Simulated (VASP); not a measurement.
NaCl: single point with LDA

The system is NaCl.

```
CELL_PARAMETERS angstrom
3.36971 0.00000 0.00000
0.00000 3.36971 0.00000
0.00000 0.00000 3.36971
ATOMIC_POSITIONS crystal
Na 0.00000 0.00000 0.00000
Cl 0.50000 0.50000 0.50000
```

```json
{
  "Program": "VASP 6.6.1",
  "Task": "single point",
  "Functional": "LDA",
  "Potentials or basis": "VASP PAW LDA potentials, release 64 (Na_pv, Cl)",
  "Cutoff": "520 eV",
  "k mesh": "8 × 8 × 8",
  "Occupations": "gaussian, width 0.05 eV",
  "Spin": "no spin polarisation"
}
```

```yaml
Pressure: 0.0 GPa
Band_gap_on_the_k_mesh: 4.01 eV, indirect (least direct gap 4.62 eV)
```

Levels at points of the mesh, in eV from the valence-band top:
| k point | band 5 | band 6 | band 7 | band 8 | band 9 | band 10 |
| --- | --- | --- | --- | --- | --- | --- |
| (0.00, 0.00, 0.00) | -0.61 | -0.61 | -0.61 | 4.01 | 8.12 | 8.12 |
| (0.50, 0.00, 0.00) | -3.61 | -0.33 | -0.33 | 6.92 | 9.05 | 10.24 |
| (0.50, 0.50, 0.00) | -2.78 | -2.78 | 0.00 | 5.14 | 9.83 | 11.41 |
| (0.50, 0.50, 0.50) | -2.29 | -2.29 | -2.29 | 6.75 | 6.75 | 6.75 |

It took 8.9 s on 1 thread of Intel(R) Xeon(R) Platinum 8559C (Emerald Rapids), on a shared host, peak memory 0.14 GiB.

A k mesh can miss the band edges. Expect the measured gap to be larger: semilocal functionals such as LDA lack the derivative discontinuity.
